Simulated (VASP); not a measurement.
Input of a VASP 6.6.1 run:

Contents of INCAR:

```
SYSTEM = TaAs
PREC = Accurate ; ENCUT = 520
EDIFF = 1E-6 ; ISMEAR = -1
SIGMA = 0.02 ; LREAL = .False.
LASPH = .True. ; NELM = 100
ALGO = Normal ; ISIF = 2
LWAVE = .False. ; LCHARG = .True.
GGA = PE ; LELF = .True.
LVHAR = .True. ; NBANDS = 24
```

KPOINTS

```
regular mesh
0
Gamma
  8 8 8
  0 0 0
```

The input POSCAR:

```
TaAs
1.0
   -1.7133810474      1.7133810474      5.8139423113
    1.7133810474     -1.7133810474      5.8139423113
    1.7133810474      1.7133810474     -5.8139423113
Ta As
2 2
Direct
    0.5001644894      1.0001644894      0.5000000000
    0.7501644894      0.7501644894      0.0000000000
    0.0824349306      0.5824349306      0.5000000000
    0.3324349306      0.3324349306      0.0000000000
```

Potentials or basis: VASP PAW PBE potentials, release 64 (Ta_pv, As).

Run with:

```sh
$ cat potpaw_PBE.64/Ta_pv/POTCAR potpaw_PBE.64/As/POTCAR > POTCAR
$ mpirun -np 1 vasp_std > vasp.out
```

**Question.** Estimate the pressure.

**Answer.** 6.3 GPa.

**Question.** Predict the largest force.

**Answer.** 0.016 eV/Å.

Forces in eV/Å, atoms in the order of the input:
```
Ta   0.000  0.000  0.016
Ta   0.000  0.000  0.016
As   0.000  0.000 -0.016
As   0.000  0.000 -0.016
```

Caveat: the cell stands under pressure.
